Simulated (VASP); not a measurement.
Wanted: the native input for a VASP 6.6.1 run.

```
Task                   : single point
Functional             : PBEsol
Potentials or basis    : VASP PAW PBE potentials, release 64 (Mo_sv)
Cutoff                 : 520 eV
k mesh                 : 24 × 24 × 24
Occupations            : methfessel-paxton, width 0.1 eV
Spin                   : no spin polarisation
Dipole correction      : no
Further INCAR settings : ALGO = Normal; EDIFF = 1e-06; NBANDS = 13
```

The structure of Mo lies in POSCAR:

```
Mo
1.0
   -1.5647277117      1.5647277117      1.5647277117
    1.5647277117     -1.5647277117      1.5647277117
    1.5647277117      1.5647277117     -1.5647277117
Mo
1
Direct
    0.0000000000      0.0000000000      0.0000000000
```

These files were run (other wordings do the same):

INCAR

```
SYSTEM = Mo
ALGO     = Normal         ! electronic algorithm
EDIFF    = 1E-6           ! SCF threshold, eV
ENCUT    = 520            ! plane-wave cutoff, eV
GGA      = PS             ! functional
ISIF     = 2              ! what is computed and relaxed
ISMEAR   = 1              ! smearing method
LASPH    = .TRUE.         ! aspherical terms in the spheres
LCHARG   = .FALSE.        ! write CHGCAR
LREAL    = .FALSE.        ! projectors in reciprocal space
LWAVE    = .FALSE.        ! write WAVECAR
NBANDS   = 13             ! bands
NELM     = 100            ! most SCF steps
PREC     = Accurate       ! precision mode
SIGMA    = 0.1            ! smearing width, eV
```

KPOINTS

```
k-points
0
G
  24 24 24
  0 0 0
```

Potentials or basis: VASP PAW PBE potentials, release 64 (Mo_sv).

Run with:

```console
$ cat potpaw_PBE.64/Mo_sv/POTCAR > POTCAR
$ mpirun -np 1 vasp_std > vasp.out
```

It gave:

| Quantity | Value |
| --- | --- |
| Pressure | 0.6 GPa |
| Band gap on the k mesh | zero (bands 7 and 8 overlap by 5.53 eV) |

Caveat: the PAW data sets were made with another functional, which shifts forces and pressure a little.

Wall time 28 s on 1 thread of Intel(R) Xeon(R) Platinum 8488C (Sapphire Rapids), with other jobs on the host, peak memory 0.18 GiB.
